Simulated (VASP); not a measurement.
Here is a VASP 6.6.1 calculation.

The input INCAR:

```
SYSTEM = GeSbTe3
PREC = Accurate ; ENCUT = 520
EDIFF = 1E-7 ; ISMEAR = 0
SIGMA = 0.1 ; LREAL = .FALSE.
LASPH = .TRUE. ; NELM = 100
ALGO = Normal ; ISIF = 2
LWAVE = .FALSE. ; LCHARG = .TRUE.
GGA = PE ; LELF = .TRUE.
LVHAR = .TRUE. ; NBANDS = 26
```

KPOINTS

```
Automatic mesh
0
G
  3 3 4
  0 0 0
```

The input POSCAR:

```
GeSbTe3
1.0
    6.0257588200      0.0000000000      0.0000000000
   -3.0128794100      5.2184602200      0.0000000000
    0.0000000000      0.0000000000      5.7319461700
Ge Sb Te
1 1 3
Direct
    0.0000000000      0.0000000000      0.5000000000
    0.0000000000      0.0000000000      0.0000000000
    0.5000000000      0.0000000000      0.0000000000
    0.0000000000      0.5000000000      0.0000000000
    0.5000000000      0.5000000000      0.0000000000
```

Potentials or basis: VASP PAW PBE potentials, release 64 (Ge_d, Sb, Te).

Launch:

```sh
$ cat potpaw_PBE.64/Ge_d/POTCAR potpaw_PBE.64/Sb/POTCAR potpaw_PBE.64/Te/POTCAR > POTCAR
$ mpirun -np 1 vasp_std > vasp.out
```

Question: What does it give for the band gap on the k mesh?

Answer: Zero (an odd number of electrons rules out a gap without spin polarisation).

Question: Estimate the pressure.

Answer: 6.7 GPa.

Stress tensor (GPa, compression positive):
```
12.20  0.00  0.00
 0.00 12.20  0.00
 0.00  0.00 -4.25
```

Caveat: the k points lie up to 0.40 Å⁻¹ apart, too coarse for converged energies and pressures of a metal; spin-orbit coupling is left out, which moves the levels of the heavy elements.
